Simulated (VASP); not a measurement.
Input of a VASP 6.6.1 run:

The input INCAR:

```
SYSTEM = Ir
PREC = Accurate ; ENCUT = 520
EDIFF = 1E-6 ; ISMEAR = 0
SIGMA = 0.15 ; LREAL = .False.
LASPH = .True. ; NELM = 100
ALGO = Fast ; ISIF = 2
LWAVE = .False. ; LCHARG = .False.
GGA = CA ; NBANDS = 10
```

Contents of KPOINTS:

```
Automatic mesh
0
Gamma
  24 24 24
  0 0 0
```

Contents of POSCAR:

```
Ir
1.0
    0.0000000000      1.9197000000      1.9197000000
    1.9197000000      0.0000000000      1.9197000000
    1.9197000000      1.9197000000      0.0000000000
Ir
1
Direct
    0.0000000000      0.0000000000      0.0000000000
```

Potentials or basis: VASP PAW LDA potentials, release 64 (Ir).

Command:

```sh
$ cat potpaw_LDA.64/Ir/POTCAR > POTCAR
$ mpirun -np 1 vasp_std > vasp.out
```

(1) Predict the pressure.

Results:

(1) -6.2 GPa.
